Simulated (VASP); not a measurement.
# NaF (F-43m) in VASP: single point with r2SCAN

Aim: the single point of NaF with r2SCAN.

Everything below comes from runs of VASP 6.6.1. Logs are shortened: lines on timing, memory, paths and dates and some standing lists are left out, and cuts for length are marked.

### 1 The cell of the first run

It takes space group F-43m (No. 216, cubic). Conventional cell: a = 4.959 Å, b = 4.959 Å, c = 4.959 Å, α = 90.00°, β = 90.00°, γ = 90.00°. Within 2.8 Å of Na (site symmetry -43m) lie 4 F at 2.15 Å. F (site symmetry -43m) has 4 Na at 2.15 Å within 2.8 Å.

### 2 Single point, r2SCAN (15.25 Å³/atom)

The input, POSCAR:

```
NaF
1.0
    0.0000000000      2.4795884732      2.4795884732
    2.4795884732      0.0000000000      2.4795884732
    2.4795884732      2.4795884732      0.0000000000
Na F
1 1
Direct
    0.0000000000      0.0000000000      0.0000000000
    0.2500000000      0.2500000000      0.2500000000
```

The input, INCAR.step1:

```
SYSTEM = NaF
  PREC = Accurate
  ENCUT = 1250
  ISMEAR = 0
  SIGMA = 0.01
  LREAL = .False.
  LASPH = .True.
  NELM = 120
  NBANDS = 15
  GGA = PE
  ALGO = Normal
  EDIFF = 1E-5
  LWAVE = .True.
  LCHARG = .False.
  GGA_COMPAT = .False.
```

The input, INCAR.step2:

```
SYSTEM = NaF
  PREC = Accurate
  ENCUT = 1250
  EDIFF = 1E-6
  ISMEAR = 0
  SIGMA = 0.01
  LREAL = .False.
  LASPH = .True.
  NELM = 120
  ALGO = Normal
  ISIF = 2
  LWAVE = .False.
  LCHARG = .False.
  METAGGA = R2SCAN
  LMIXTAU = .True.
  NBANDS = 15
  ISTART = 1
  GGA_COMPAT = .False.
```

The input, KPOINTS:

```
Automatic mesh
0
Gamma
  8 8 8
  0 0 0
```

Potentials or basis: VASP PAW PBE potentials, release 64 (Na_sv, F).

The run is started by

```console
> cat potpaw_PBE.64/Na_sv/POTCAR potpaw_PBE.64/F/POTCAR > POTCAR
> cp INCAR.step1 INCAR
> mpirun -np 1 vasp_std > vasp.out
> cp INCAR.step2 INCAR
> mpirun -np 1 vasp_std > vasp.out
```

OUTCAR:

```text
SYSTEM = NaF
   PREC = Accurate
   ENCUT = 1250
   EDIFF = 1E-6
   ISMEAR = 0
   LREAL = .False.
   LASPH = .True.
   NELM = 120
   ISIF = 2
   METAGGA = R2SCAN
   ISTART = 1

 ion  position               nearest neighbor table
   1  0.000  0.000  0.000-
   2  0.250  0.250  0.250-

  LATTYP: Found a face centered cubic cell.
 ALAT       =     4.9591769464

  Lattice vectors:

 A1 = (   0.0000000000,   2.4795884732,   2.4795884732)
 A2 = (   2.4795884732,   0.0000000000,   2.4795884732)
 A3 = (   2.4795884732,   2.4795884732,   0.0000000000)

Analysis of symmetry for initial positions (statically):
=====================================================================
 Subroutine PRICEL returns:
 Original cell was already a primitive cell.

 Routine SETGRP: Setting up the symmetry group for a
 face centered cubic supercell.

 Subroutine GETGRP returns: Found 24 space group operations
 (whereof 24 operations were pure point group operations)
 out of a pool of 48 trial point group operations.

The static configuration has the point symmetry T_d .

Analysis of symmetry for dynamics (positions and initial velocities):
=====================================================================
 Subroutine PRICEL returns:
 Original cell was already a primitive cell.

 Routine SETGRP: Setting up the symmetry group for a
 face centered cubic supercell.

 Subroutine GETGRP returns: Found 24 space group operations
 (whereof 24 operations were pure point group operations)
 out of a pool of 48 trial point group operations.

The dynamic configuration has the point symmetry T_d .

 Subroutine INISYM returns: Found 24 space group operations
 (whereof 24 operations are pure point group operations),
 and found     1 'primitive' translations

----------------------------------------------------------------------------------------

                                     Primitive cell

  volume of cell :      30.4908

  direct lattice vectors                    reciprocal lattice vectors
     0.000000000  2.479588473  2.479588473    -0.201646364  0.201646364  0.201646364
     2.479588473  0.000000000  2.479588473     0.201646364 -0.201646364  0.201646364
     2.479588473  2.479588473  0.000000000     0.201646364  0.201646364 -0.201646364

  length of vectors
     3.506667648  3.506667648  3.506667648     0.349261748  0.349261748  0.349261748

  position of ions in fractional coordinates (direct lattice)
     0.000000000  0.000000000  0.000000000
     0.250000000  0.250000000  0.250000000

  ion indices of the primitive-cell ions
[... 86 lines left out ...]
   NELECT =      16.0000    total number of electrons
   NUPDOWN=      -1.0000    fix difference up-down
   EMIN   =  10.00;   EMAX   =-10.00  energy-range for DOS
   EFERMI =   0.00;   METHOD = LEGACY
   ISMEAR =     0;   SIGMA  =   0.01  broadening in eV -4-tet -1-fermi 0-gaus
   EFERMI_NEDOS =   21; number of points for ismear=-14 and -15
   IALGO  =     38    algorithm
   IMIX   =      4    mixing-type and parameters
     AMIX     =   0.40;   BMIX     =  1.00
     AMIX_MAG =   1.60;   BMIX_MAG =  1.00
  volume/ion in A,a.u.               =      15.25       102.88
  Fermi-wavevector in a.u.,A,eV,Ry     =   1.320460  2.495307 23.723314  1.743614
  Thomas-Fermi vector in A             =   2.450284
   LORBIT       =      0    0 simple, 1 ext, 2 COOP (PROOUT), +10 PAW based schemes
   METAGGA = R2SCAN    functional components
   LHFCALC =     F    Hartree Fock is set to
   AEXX    =    0.0000 exact exchange contribution
   IVDW    =     0    specifies the selected vdW correction
   LEPSILON=     F    determine dielectric tensor
   LRPA    =     F    only Hartree local field effects (RPA)
 non-spin polarized calculation
 Gauss-broadening in eV      SIGMA  =   0.01
  energy-cutoff  :     1250.00
  volume of cell :       30.49
 maximum number of plane-waves:      3119
   NGX = 21   NGY = 21   NGZ = 21

 number of electron      15.9999997 magnetization

 Free energy of the ion-electron system (eV)
  ---------------------------------------------------
  ext. energy  EPLUGINS =         0.00000000
  ---------------------------------------------------
  free energy    TOTEN  =       -12.27817422 eV

  energy without entropy =      -12.27817422  energy(sigma->0) =      -12.27817422

 E-fermi :  -3.4021     XC(G=0):  -8.3432

 val. band max:       -3.5021178104   @ k =   0.0000   0.0000   0.0000
 cond. band min:       2.9608709690   @ k =   0.0000   0.0000   0.0000
 fundamental gap:      6.4629887794
 Fermi energy:        -3.4020587777

 k-point     1 :       0.0000    0.0000    0.0000
  band No.  band energies     occupation
      1     -52.2638      2.00000
      2     -23.4205      2.00000
      3     -22.6746      2.00000
      4     -22.6746      2.00000
      5     -22.6746      2.00000
      6      -3.5021      2.00000
      7      -3.5021      2.00000
      8      -3.5021      2.00000
      9       2.9609      0.00000
     10      17.6363      0.00000
     11      17.6363      0.00000
     12      17.6363      0.00000
     13      19.1782      0.00000
     14      19.1782      0.00000
[... 401 lines left out ...]
      2     -23.8715      2.00000
      3     -22.7208      2.00000
      4     -22.6971      2.00000
      5     -22.1252      2.00000
      6      -4.2232      2.00000
      7      -3.7713      2.00000
      8      -3.5847      2.00000
      9       7.6084      0.00000
     10       9.3305      0.00000
     11      12.9454      0.00000
     12      14.8599      0.00000
     13      19.3366      0.00000
     14      20.2011      0.00000
     15      22.8675      0.00000

 [... further k-points ...]

------------------------ aborting loop because EDIFF is reached ----------------------------------------

  FORCE on cell =-STRESS in cart. coord.  units (eV):
  Direction    XX          YY          ZZ          XY          YZ          ZX
  --------------------------------------------------------------------------------------
  -------------------------------------------------------------------------------------
  Total        0.5014615      0.5014615      0.5014615      0.0000000      0.0000000      0.0000000
  in kB       26.3499240     26.3499240     26.3499240      0.0000000      0.0000000      0.0000000
  external PRESSURE =      26.3499240 kB  Pullay stress =       0.0000000 kB

 VOLUME and BASIS-vectors are now :
 -----------------------------------------------------------------------------
  energy-cutoff  :     1250.00
  volume of cell :       30.49
      direct lattice vectors                 reciprocal lattice vectors
     0.000000000  2.479588473  2.479588473    -0.201646364  0.201646364  0.201646364
     2.479588473  0.000000000  2.479588473     0.201646364 -0.201646364  0.201646364
     2.479588473  2.479588473  0.000000000     0.201646364  0.201646364 -0.201646364

 POSITION                                       TOTAL-FORCE (eV/Angst)
 -----------------------------------------------------------------------------------
      0.00000      0.00000      0.00000         0.000000      0.000000      0.000000
      1.23979      1.23979      1.23979        -0.000000     -0.000000     -0.000000
 -----------------------------------------------------------------------------------
    total drift:                               -0.000000     -0.000000     -0.000000

  FREE ENERGIE OF THE ION-ELECTRON SYSTEM (eV)
  ---------------------------------------------------
  free  energy   TOTEN  =       -12.2781742221 eV

  energy  without entropy=      -12.2781742221  energy(sigma->0) =      -12.27817422
```

OUTCAR.step1:

```text
SYSTEM = NaF
   PREC = Accurate
   ENCUT = 1250
   ISMEAR = 0
   LREAL = .False.
   LASPH = .True.
[... 653 lines left out ...]
      0.00000      0.00000      0.00000        -0.000000      0.000000      0.000000
      1.23979      1.23979      1.23979         0.000000     -0.000000     -0.000000
 -----------------------------------------------------------------------------------
    total drift:                               -0.000000     -0.000000     -0.000000

  FREE ENERGIE OF THE ION-ELECTRON SYSTEM (eV)
  ---------------------------------------------------
  free  energy   TOTEN  =        -8.3475228747 eV

  energy  without entropy=       -8.3475228747  energy(sigma->0) =       -8.34752287
```

It took 2.3 min on 1 thread of Intel Xeon Platinum 8259CL at 2.50GHz (Skylake/Cascade Lake), shared host; peak memory 0.27 GiB.

Results:

```
Free energy            : -12.2782 eV
Pressure               : 2.6 GPa
Band gap on the k mesh : 6.46 eV
```

Levels at points of the mesh, in eV from the valence-band top:
```csv
k point,band 6,band 7,band 8,band 9,band 10,band 11
"(0.00, 0.00, 0.00)",0.00,0.00,0.00,6.46,21.14,21.14
"(0.50, 0.00, 0.00)",-0.88,-0.03,-0.03,10.88,12.21,18.67
"(0.50, 0.50, 0.00)",-0.82,-0.16,-0.16,10.75,13.14,18.34
```

Caveat: the structure was generated, so it needn't be the stable form of NaF; the PAW data sets were made with another functional, which shifts forces and pressure a little. A k mesh can miss the band edges.
